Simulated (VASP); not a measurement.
# SnO in VASP: notebook

The runs below take SnO through single point, with PBE+D3(BJ).

Program: VASP 6.6.1. These are calculated values, not measurements. Logs are shortened: lines on timing, memory, paths and dates and some standing lists are left out, and cuts for length are marked.

**1. The cell of the first run**

The cell holds a slab with vacuum, 8 atoms: a = 3.820 Å, b = 3.820 Å, c = 22.226 Å, α = 90.00°, β = 90.00°, γ = 90.00°.

**2. Single point, PBE+D3(BJ)**

Input file INCAR:

```
  PREC = Accurate
  ENCUT = 520
  EDIFF = 1E-6
  ISMEAR = 0
  SIGMA = 0.05
  LREAL = False
  LASPH = True
  NELM = 80
  ALGO = Normal
  ISIF = 2
  LWAVE = False
  LCHARG = True
  LDIPOL = True
  IDIPOL = 3
  DIPOL = 0.5 0.5 0.388
  GGA = PE
  IVDW = 12
  LELF = True
  LVHAR = True
  LVACPOTAV = True
  NBANDS = 50
```

Input file KPOINTS:

```
regular mesh
0
Gamma
  7 7 1
```

Input file POSCAR:

```
SnO
1.0
    3.8201528543      0.0002954551      0.0000000000
   -0.0003145191      3.8201528528      0.0000000000
    0.0000000000      0.0000000000     22.2260743460
Sn O
4 4
Direct
    0.9999452911      0.9999452911      0.2024649036
    0.4999452911      0.4999452911      0.3087831466
    0.9999452911      0.4999452911      0.4662558494
    1.4999452911      0.9999452911      0.5725740924
    0.9999461074      0.4999461074      0.2556240251
    0.4999461074      0.9999461074      0.2556240251
    0.9999444748      0.9999444748      0.5194149709
    1.4999444748      0.4999444748      0.5194149709
```

Potentials or basis: VASP PAW PBE potentials, release 64 (Sn_d, O).

On the command line:

```bash
cat potpaw_PBE.64/Sn_d/POTCAR potpaw_PBE.64/O/POTCAR > POTCAR
mpirun -np 1 vasp_std > vasp.out
```

OUTCAR:

```text
PREC = Accurate
   ENCUT = 520
   EDIFF = 1E-6
   ISMEAR = 0
   LREAL = False
   LASPH = True
   NELM = 80
   ISIF = 2
   GGA = PE
   IVDW = 12
 IVDW          = 12

 ion  position               nearest neighbor table
   1  1.000  1.000  0.202-   6 2.25   5 2.25   6 2.25   5 2.25   2 3.59   2 3.59   2 3.59   2 3.59

   2  0.500  0.500  0.309-   5 2.25   6 2.25   5 2.25   6 2.25   1 3.59   1 3.59   1 3.59   1 3.59

   3  1.000  0.500  0.466-   8 2.25   7 2.25   8 2.25   7 2.25   4 3.59   4 3.59   4 3.59   4 3.59

   4  0.500  1.000  0.573-   7 2.25   8 2.25   7 2.25   8 2.25   3 3.59   3 3.59   3 3.59   3 3.59

   5  1.000  0.500  0.256-   2 2.25   1 2.25   2 2.25   1 2.25
   6  0.500  1.000  0.256-   1 2.25   2 2.25   1 2.25   2 2.25
   7  1.000  1.000  0.519-   4 2.25   3 2.25   4 2.25   3 2.25
   8  0.500  0.500  0.519-   3 2.25   4 2.25   3 2.25   4 2.25

  LATTYP: Found a simple tetragonal cell.
 ALAT       =     3.8201528657
 C/A-ratio  =     5.8181112451

  Lattice vectors:

 A1 = (   3.8201528543,   0.0002954551,   0.0000000000)
 A2 = (  -0.0003145191,   3.8201528528,   0.0000000000)
 A3 = (   0.0000000000,   0.0000000000,  22.2260743460)

Analysis of symmetry for initial positions (statically):
=====================================================================
 Subroutine PRICEL returns:
 Original cell was already a primitive cell.

 Routine SETGRP: Setting up the symmetry group for a
 simple tetragonal supercell.

 Subroutine GETGRP returns: Found  8 space group operations
 (whereof  1 operations were pure point group operations)
 out of a pool of 16 trial point group operations.

The static configuration has the point symmetry C_1 .
 The point group associated with its full space group is D_2h.

Analysis of symmetry for dynamics (positions and initial velocities):
=====================================================================
 Subroutine PRICEL returns:
 Original cell was already a primitive cell.

 Routine SETGRP: Setting up the symmetry group for a
 simple tetragonal supercell.

 Subroutine GETGRP returns: Found  8 space group operations
 (whereof  1 operations were pure point group operations)
 out of a pool of 16 trial point group operations.

The dynamic configuration has the point symmetry C_1 .
 The point group associated with its full space group is D_2h.

 Subroutine INISYM returns: Found  8 space group operations
[... 108 lines left out ...]
   POTIM  = 0.5000    time-step for ionic-motion
   TEBEG  =    0.0;   TEEND  =   0.0 temperature during run
   PSTRESS=    0.0 pullay stress
   NELECT =      80.0000    total number of electrons
   NUPDOWN=      -1.0000    fix difference up-down
   EMIN   =  10.00;   EMAX   =-10.00  energy-range for DOS
   EFERMI =   0.00;   METHOD = LEGACY
   ISMEAR =     0;   SIGMA  =   0.05  broadening in eV -4-tet -1-fermi 0-gaus
   EFERMI_NEDOS =   21; number of points for ismear=-14 and -15
   IALGO  =     38    algorithm
   IMIX   =      4    mixing-type and parameters
     AMIX     =   0.40;   BMIX     =  1.00
     AMIX_MAG =   1.60;   BMIX_MAG =  1.00
  volume/ion in A,a.u.               =      40.54       273.61
  Fermi-wavevector in a.u.,A,eV,Ry     =   1.026668  1.940121 14.341186  1.054047
  Thomas-Fermi vector in A             =   2.160573
   LORBIT       =      0    0 simple, 1 ext, 2 COOP (PROOUT), +10 PAW based schemes
   GGA     = PE    functional components
   LHFCALC =     F    Hartree Fock is set to
   AEXX    =    0.0000 exact exchange contribution
   IVDW    =    12    specifies the selected vdW correction
   LEPSILON=     F    determine dielectric tensor
   LRPA    =     F    only Hartree local field effects (RPA)
 non-spin polarized calculation
 Gauss-broadening in eV      SIGMA  =   0.05
  energy-cutoff  :      520.00
  volume of cell :      324.36
 maximum number of plane-waves:      8769
   NGX = 15   NGY = 15   NGZ = 83

 dipolmoment           0.000000      0.000000      0.000034 electrons x Angstroem

 number of electron      79.9999971 magnetization

 dipolmoment           0.000000      0.000000     -0.000001 electrons x Angstroem

 Free energy of the ion-electron system (eV)
  ---------------------------------------------------
  ext. energy  EPLUGINS =         0.00000000
  ---------------------------------------------------
  free energy    TOTEN  =       -45.13067226 eV

  energy without entropy =      -45.13067226  energy(sigma->0) =      -45.13067226

 E-fermi :   0.3077     XC(G=0):  -5.2302

 val. band max:        0.0904971036   @ k =   0.0000   0.2857   0.0000
 cond. band min:       1.8861901951   @ k =   0.0000   0.4286   0.0000
 fundamental gap:      1.7956930915
 Fermi energy:         0.3076629990

 k-point     1 :       0.0000    0.0000    0.0000
  band No.  band energies     occupation
      1     -21.0528      2.00000
      2     -21.0527      2.00000
      3     -20.6926      2.00000
      4     -20.6924      2.00000
      5     -20.6572      2.00000
      6     -20.6571      2.00000
[... 837 lines left out ...]
     49       6.4656      0.00000
     50       6.4664      0.00000

------------------------ aborting loop because EDIFF is reached ----------------------------------------

 Edisp (eV)   -1.30634

 E8    (eV) :    -0.5781

  FORCE on cell =-STRESS in cart. coord.  units (eV):
  Direction    XX          YY          ZZ          XY          YZ          ZX
  --------------------------------------------------------------------------------------
  -------------------------------------------------------------------------------------
  Total       0.72780     0.32337     0.22612     0.00003     0.00000     0.00000
  in kB       3.59498     1.59727     1.11694     0.00015     0.00000     0.00000
  external pressure =        2.10 kB  Pullay stress =        0.00 kB

 VOLUME and BASIS-vectors are now :
 -----------------------------------------------------------------------------
  energy-cutoff  :      520.00
  volume of cell :      324.36
      direct lattice vectors                 reciprocal lattice vectors
     3.820152854  0.000295455  0.000000000     0.261769629  0.000021552  0.000000000
    -0.000314519  3.820152853  0.000000000    -0.000020246  0.261769629  0.000000000
     0.000000000  0.000000000 22.226074346     0.000000000  0.000000000  0.044992201

 POSITION                                       TOTAL-FORCE (eV/Angst)
 -----------------------------------------------------------------------------------
      3.81963      3.82024      4.50000        -0.000000      0.000000     -0.067312
      1.90971      1.91002      6.86304        -0.000000      0.000000      0.009194
      3.81979      1.91016     10.36304        -0.000000      0.000000     -0.009194
      1.90955      3.82009     12.72607        -0.000000      0.000000      0.067312
      3.81979      1.91017      5.68152         0.000000     -0.000000      0.006587
      1.90956      3.82009      5.68152        -0.000000      0.000000      0.017874
      3.81963      3.82024     11.54456         0.000000     -0.000000     -0.017874
      1.90971      1.91001     11.54456        -0.000000     -0.000000     -0.006587
 -----------------------------------------------------------------------------------
    total drift:                               -0.000001     -0.000001     -0.000050

  FREE ENERGIE OF THE ION-ELECTRON SYSTEM (eV)
  ---------------------------------------------------
  free  energy   TOTEN  =       -46.4370125819 eV

  energy  without entropy=      -46.4370125819  energy(sigma->0) =      -46.43701258

 vacuum level on the upper side and lower side of the slab         4.933         4.933
```

OSZICAR:

```text
N       E                     dE             d eps       ncg     rms          rms(c)
DAV:   1     0.940900216687E+03    0.94090E+03   -0.38310E+04  1712   0.180E+03
DAV:   2     0.134974779891E+03   -0.80593E+03   -0.77837E+03  1784   0.493E+02
DAV:   3    -0.394231651269E+02   -0.17440E+03   -0.16860E+03  1990   0.220E+02
[... 15 lines left out ...]
DAV:  19    -0.451306428271E+02   -0.35257E-04   -0.19935E-06  1294   0.926E-03    0.230E-03
DAV:  20    -0.451306610683E+02   -0.18241E-04   -0.98326E-07  1208   0.651E-03    0.249E-03
DAV:  21    -0.451306689957E+02   -0.79275E-05   -0.35886E-07  1128   0.349E-03    0.190E-03
DAV:  22    -0.451306715891E+02   -0.25934E-05   -0.34043E-07  1110   0.477E-03    0.368E-04
DAV:  23    -0.451306722613E+02   -0.67214E-06   -0.18308E-07  1110   0.248E-03
   1 F= -.46437013E+02 E0= -.46437013E+02  d E =-.739119E-11
```

stdout:

```text
POSCAR found type information on POSCAR SnO
 POSCAR found :  2 types and       8 ions
 scaLAPACK will be used
 LDA part: xc-table for (Slater+PW92), standard interpolation
 POSCAR, INCAR and KPOINTS ok, starting setup
 FFT: planning ... GRIDC
 FFT: planning ... GRID_SOFT
 FFT: planning ... GRID
 WAVECAR not read
 entering main loop
 -----------------------------------------------------------------------------
|                                                                             |
|           W    W    AA    RRRRR   N    N  II  N    N   GGGG   !!!           |
|           W    W   A  A   R    R  NN   N  II  NN   N  G    G  !!!           |
|           W    W  A    A  R    R  N N  N  II  N N  N  G       !!!           |
|           W WW W  AAAAAA  RRRRR   N  N N  II  N  N N  G  GGG   !            |
|           WW  WW  A    A  R   R   N   NN  II  N   NN  G    G                |
|           W    W  A    A  R    R  N    N  II  N    N   GGGG   !!!           |
|                                                                             |
|     Did not find any points to average over, which means that no vacuum     |
|     field-free region was found. Please increase the size of  your cell     |
|     in the dimension of the dipole correction to obtain accurate            |
|     workfunction values.                                                    |
|                                                                             |
 -----------------------------------------------------------------------------
```

It took 7.8 min on 1 thread of Oxide Virtual Turin-like, shared host; peak memory 0.41 GiB.

Results:

* Free energy: -46.4370 eV
* Largest force: 0.067 eV/Å
* Band gap on the k mesh: 1.80 eV (least direct gap 1.96 eV)
* Dispersion energy per atom: -0.163 eV

Forces on the atoms (eV/Å):
```
Sn   0.000  0.000 -0.067
Sn   0.000  0.000  0.009
Sn   0.000  0.000 -0.009
Sn   0.000  0.000  0.067
O    0.000  0.000  0.007
O    0.000  0.000  0.018
O    0.000  0.000 -0.018
O    0.000  0.000 -0.007
```

Caveat: spin-orbit coupling is left out, which moves the levels of the heavy elements.

[end of part 1 of 2]
